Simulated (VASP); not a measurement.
# Lu (P6_3/mmc) in VASP: single point with LDA

Aim: the single point of Lu with LDA.

Program: VASP 6.6.1. These are calculated values, not measurements. Logs are shortened: lines on timing, memory, paths and dates and some standing lists are left out, and cuts for length are marked.

## (1) The cell of the first run

Symmetry: P6_3/mmc, No. 194, hexagonal system. Conventional cell: a = 3.329 Å, b = 3.329 Å, c = 10.695 Å, α = 90.00°, β = 90.00°, γ = 120.00°. Lu (site symmetry -3m) has 12 Lu at 3.29 to 3.33 Å within 4.3 Å. Lu (site symmetry -6m2) has 12 Lu at 3.29 to 3.33 Å within 4.3 Å.

## (2) Single point, LDA

Input file INCAR:

```
PREC = Accurate ; ENCUT = 520
EDIFF = 1E-6 ; ISMEAR = -1
SIGMA = 0.1 ; LREAL = F
LASPH = T ; NELM = 100
ALGO = Normal ; ISIF = 2
LWAVE = F ; LCHARG = F
GGA = CA ; NBANDS = 58
```

Input file KPOINTS:

```
regular mesh
0
Gamma
  14 14 4
```

Input file POSCAR:

```
Lu
1.0
    3.3286839436      0.0000000000      0.0000000000
   -1.6643419718      2.8827248564      0.0000000000
    0.0000000000      0.0000000000     10.6949801172
Lu
4
Direct
    0.0000000000      0.0000000000      0.0000000000
    1.0000000000      0.0000000000      0.5000000000
    0.3333333333      0.6666666667      0.2500000000
    0.6666666667      0.3333333333      0.7500000000
```

Potentials or basis: VASP PAW PBE potentials, release 64 (Lu).

Launch:

```bash
> cat potpaw_PBE.64/Lu/POTCAR > POTCAR
> mpirun -np 1 vasp_std > vasp.out
```

OUTCAR:

```text
PREC = Accurate
   ENCUT = 520
   EDIFF = 1E-6
   ISMEAR = -1
   LREAL = F
   LASPH = T
   NELM = 100
   ISIF = 2
   GGA = CA

 ion  position               nearest neighbor table
   1  0.000  0.000  0.000-   3 3.29   4 3.29   4 3.29   3 3.29   4 3.29   3 3.29
   2  0.000  0.000  0.500-   3 3.29   4 3.29   4 3.29   3 3.29   4 3.29   3 3.29
   3  0.333  0.667  0.250-   1 3.29   2 3.29   1 3.29   2 3.29   1 3.29   2 3.29
   4  0.667  0.333  0.750-   1 3.29   2 3.29   1 3.29   2 3.29   1 3.29   2 3.29

  LATTYP: Found a hexagonal cell.
 ALAT       =     3.3286839436
 C/A-ratio  =     3.2129755478

  Lattice vectors:

 A1 = (   3.3286839436,   0.0000000000,   0.0000000000)
 A2 = (  -1.6643419718,   2.8827248564,   0.0000000000)
 A3 = (   0.0000000000,   0.0000000000,  10.6949801172)

Analysis of symmetry for initial positions (statically):
=====================================================================
 Subroutine PRICEL returns:
 Original cell was already a primitive cell.

 Routine SETGRP: Setting up the symmetry group for a
 hexagonal supercell.

 Subroutine GETGRP returns: Found 24 space group operations
 (whereof 12 operations were pure point group operations)
 out of a pool of 24 trial point group operations.

The static configuration has the point symmetry D_3d.
 The point group associated with its full space group is D_6h.

Analysis of symmetry for dynamics (positions and initial velocities):
=====================================================================
 Subroutine PRICEL returns:
 Original cell was already a primitive cell.

 Routine SETGRP: Setting up the symmetry group for a
 hexagonal supercell.

 Subroutine GETGRP returns: Found 24 space group operations
 (whereof 12 operations were pure point group operations)
 out of a pool of 24 trial point group operations.

The dynamic configuration has the point symmetry D_3d.
 The point group associated with its full space group is D_6h.

 Subroutine INISYM returns: Found 24 space group operations
 (whereof 12 operations are pure point group operations),
 and found     1 'primitive' translations

----------------------------------------------------------------------------------------

                                     Primitive cell

  volume of cell :     102.6256

  direct lattice vectors                    reciprocal lattice vectors
     3.328683944  0.000000000  0.000000000     0.300419030  0.173447008  0.000000000
    -1.664341972  2.882724856  0.000000000     0.000000000  0.346894015  0.000000000
     0.000000000  0.000000000 10.694980117     0.000000000  0.000000000  0.093501810

  length of vectors
     3.328683944  3.328683944 10.694980117     0.346894015  0.346894015  0.093501810

  position of ions in fractional coordinates (direct lattice)
     0.000000000  0.000000000  0.000000000
     0.000000000  0.000000000  0.500000000
     0.333333333  0.666666667  0.250000000
     0.666666667  0.333333333  0.750000000

  ion indices of the primitive-cell ions
   primitive index   ion index
                 1           1
                 2           2
                 3           3
                 4           4

----------------------------------------------------------------------------------------

 KPOINTS: regular mesh

Automatic generation of k-mesh.
 Grid dimensions read from file:
 generate k-points for:   14   14    4

 Generating k-lattice:

  Cartesian coordinates                     Fractional coordinates (reciprocal lattice)
     0.021458502  0.012389072  0.000000000     0.071428571  0.000000000  0.000000000
     0.000000000  0.024778144  0.000000000     0.000000000  0.071428571  0.000000000
     0.000000000  0.000000000  0.023375453     0.000000000  0.000000000  0.250000000

  Length of vectors
     0.024778144  0.024778144  0.023375453

  Shift w.r.t. Gamma in fractional coordinates (k-lattice)
     0.000000000  0.000000000  0.000000000

 Subroutine IBZKPT returns following result:
 ===========================================

 Found     72 irreducible k-points:

 Following reciprocal coordinates:
            Coordinates               Weight
  0.000000  0.000000  0.000000      1.000000
  0.071429 -0.000000  0.000000      6.000000
  0.142857 -0.000000  0.000000      6.000000
  0.214286 -0.000000  0.000000      6.000000
  0.285714 -0.000000  0.000000      6.000000
  0.357143 -0.000000  0.000000      6.000000
[... 16 lines left out ...]
  0.285714  0.285714  0.000000      6.000000
  0.357143  0.285714  0.000000      6.000000
 [... further k-points ...]
   k-points           NKPTS =     72   k-points in BZ     NKDIM =     72   number of bands    NBANDS=     58
   number of dos      NEDOS =    301   number of ions     NIONS =      4
   total plane-waves  NPLWV =  62720
   dimension x,y,z NGX =    28 NGY =   28 NGZ =   80
   dimension x,y,z NGXF=    56 NGYF=   56 NGZF=  160
   ions per type =               4
   NGX,Y,Z   is equivalent  to a cutoff of  13.98, 13.98, 12.44 a.u.
   NGXF,Y,Z  is equivalent  to a cutoff of  27.97, 27.97, 24.87 a.u.
 SYSTEM =  unknown system
   PREC   = accura    normal or accurate (medium, high low for compatibility)
   ISTART =      0    job   : 0-new  1-cont  2-samecut
   ICHARG =      2    charge: 1-file 2-atom 10-const
   ISPIN  =      1    spin polarized calculation?
   LNONCOLLINEAR =      F non collinear calculations
   LSORBIT =      F    spin-orbit coupling
   LASPH  =      T    aspherical Exc in radial PAW
   ENCUT  =  520.0 eV  38.22 Ry    6.18 a.u.   6.19  6.19 19.89*2*pi/ulx,y,z
   NELM   =    100;   NELMIN=  2; NELMDL= -5     # of ELM steps
   EDIFF  = 0.1E-05   stopping-criterion for ELM
   LREAL  =      F    real-space projection
   EDIFFG = 0.1E-04   stopping-criterion for IOM
   NSW    =      0    number of steps for IOM
   IBRION =     -1    ionic relax: 0-MD 1-quasi-New 2-CG
   NFREE  =      0    steps in history (QN), initial steepest desc. (CG)
   ISIF   =      2    stress and relaxation
   ISYM   =      2    0-nonsym 1-usesym 2-fastsym
   POTIM  = 0.5000    time-step for ionic-motion
   TEBEG  =    0.0;   TEEND  =   0.0 temperature during run
   PSTRESS=    0.0 pullay stress
   NELECT =     100.0000    total number of electrons
   NUPDOWN=      -1.0000    fix difference up-down
   EMIN   =  10.00;   EMAX   =-10.00  energy-range for DOS
   EFERMI =   0.00;   METHOD = LEGACY
   ISMEAR =    -1;   SIGMA  =   0.10  broadening in eV -4-tet -1-fermi 0-gaus
   EFERMI_NEDOS =   21; number of points for ismear=-14 and -15
   IALGO  =     38    algorithm
   IMIX   =      4    mixing-type and parameters
     AMIX     =   0.40;   BMIX     =  1.00
     AMIX_MAG =   1.60;   BMIX_MAG =  1.00
  volume/ion in A,a.u.               =      25.66       173.14
  Fermi-wavevector in a.u.,A,eV,Ry     =   1.623016  3.067056 35.840227  2.634182
  Thomas-Fermi vector in A             =   2.716535
   LORBIT       =      0    0 simple, 1 ext, 2 COOP (PROOUT), +10 PAW based schemes
   GGA     = CA    functional components
   LHFCALC =     F    Hartree Fock is set to
   AEXX    =    0.0000 exact exchange contribution
   IVDW    =     0    specifies the selected vdW correction
   LEPSILON=     F    determine dielectric tensor
   LRPA    =     F    only Hartree local field effects (RPA)
 non-spin polarized calculation
  energy-cutoff  :      520.00
  volume of cell :      102.63
 maximum number of plane-waves:      2787
 NGX is ok and might be reduce to    28
   NGX = 13   NGY = 13   NGZ = 39

 number of electron     100.0000018 magnetization

 Free energy of the ion-electron system (eV)
  ---------------------------------------------------
  ext. energy  EPLUGINS =         0.00000000
  ---------------------------------------------------
  free energy    TOTEN  =       -20.83713940 eV

  energy without entropy =      -20.67268242  energy(sigma->0) =      -20.75491091

 E-fermi :   2.4604     XC(G=0): -11.6201

 val. band max:        2.4522252130   @ k =   0.4286  -0.0000   0.2500
 cond. band min:       2.4687658425   @ k =   0.2143   0.0714   0.2500
 fundamental gap:      0.0165406295
 Fermi energy:         2.4604360388

 k-point     1 :       0.0000    0.0000    0.0000
  band No.  band energies     occupation
      1     -53.2108      2.00000
      2     -53.1830      2.00000
      3     -53.1793      2.00000
      4     -53.1514      2.00000
      5     -24.5085      2.00000
      6     -24.1323      2.00000
[... 50 lines left out ...]
     57       5.0583      0.00000
     58       5.0951      0.00000

 k-point     2 :       0.0714   -0.0000    0.0000
  band No.  band energies     occupation
      1     -53.2084      2.00000
      2     -53.1813      2.00000
      3     -53.1777      2.00000
      4     -53.1504      2.00000
      5     -24.4959      2.00000
      6     -24.1365      2.00000
[... 50 lines left out ...]
     57       5.1539      0.00000
     58       5.2385      0.00000

 k-point     3 :       0.1429   -0.0000    0.0000
  band No.  band energies     occupation
      1     -53.2018      2.00000
      2     -53.1765      2.00000
      3     -53.1729      2.00000
      4     -53.1476      2.00000
      5     -24.4595      2.00000
      6     -24.1546      2.00000
[... 1216 lines left out ...]
      3     -53.1421      2.00000
      4     -53.1382      2.00000
      5     -24.3611      2.00000
      6     -24.3452      2.00000
[... 50 lines left out ...]
     57       5.2691      0.00000
     58       5.4363      0.00000

 k-point    24 :       0.3571    0.2857    0.0000
  band No.  band energies     occupation
      1     -53.1460      2.00000
      2     -53.1448      2.00000
      3     -53.1411      2.00000
      4     -53.1399      2.00000
      5     -24.3519      2.00000
      6     -24.3246      2.00000
[... 50 lines left out ...]
     57       5.4529      0.00000
     58       5.5714      0.00000

 [... further k-points ...]
[... 5 lines left out ...]
  --------------------------------------------------------------------------------------
  -------------------------------------------------------------------------------------
  Total        0.0219685      0.0219685      0.1155325      0.0000000      0.0000000      0.0000000
  in kB        0.3429690      0.3429690      1.8036780      0.0000000      0.0000000      0.0000000
  external PRESSURE =       0.8298720 kB  Pullay stress =       0.0000000 kB

 VOLUME and BASIS-vectors are now :
 -----------------------------------------------------------------------------
  energy-cutoff  :      520.00
  volume of cell :      102.63
      direct lattice vectors                 reciprocal lattice vectors
     3.328683944  0.000000000  0.000000000     0.300419030  0.173447008  0.000000000
    -1.664341972  2.882724856  0.000000000     0.000000000  0.346894015  0.000000000
     0.000000000  0.000000000 10.694980117     0.000000000  0.000000000  0.093501810

 POSITION                                       TOTAL-FORCE (eV/Angst)
 -----------------------------------------------------------------------------------
      0.00000      0.00000      0.00000        -0.000000      0.000000      0.000000
      0.00000      0.00000      5.34749        -0.000000      0.000000      0.000000
     -0.00000      1.92182      2.67375         0.000000     -0.000000      0.000000
      1.66434      0.96091      8.02124        -0.000000      0.000000      0.000000
 -----------------------------------------------------------------------------------
    total drift:                                0.000000     -0.000000      0.000000

  FREE ENERGIE OF THE ION-ELECTRON SYSTEM (eV)
  ---------------------------------------------------
  free  energy   TOTEN  =       -20.8371393985 eV

  energy  without entropy=      -20.6726824201  energy(sigma->0) =      -20.75491091
```

Run time: 19 min. Hardware: 1 thread of AMD EPYC 7R13, shared host; peak memory 0.39 GiB.

Results:

```
Free energy            : -20.8371 eV
Pressure               : 0.1 GPa
Band gap on the k mesh : zero (band 50 reaches 3.47 eV, above the bottom of band 51 at 2.01 eV)
```

Levels at points of the mesh, in eV from the Fermi level:
| k point | band 47 | band 48 | band 49 | band 50 | band 51 | band 52 | band 53 | band 54 |
| --- | --- | --- | --- | --- | --- | --- | --- | --- |
| (0.00, 0.00, 0.00) | -4.52 | -2.75 | 1.00 | 1.01 | 1.06 | 2.01 | 2.01 | 2.09 |
| (0.50, 0.00, 0.00) | -1.81 | -1.72 | -0.71 | -0.61 | -0.37 | 0.56 | 0.94 | 1.73 |
| (0.00, 0.00, 0.50) | -3.20 | -3.20 | 0.74 | 0.74 | 1.91 | 1.91 | 2.17 | 2.17 |
| (0.50, 0.00, 0.50) | -2.03 | -2.03 | -0.85 | -0.85 | 0.36 | 0.36 | 1.61 | 1.61 |

Caveat: the PAW data sets were made with another functional, which shifts forces and pressure a little; spin-orbit coupling is left out, which moves the levels of the heavy elements.
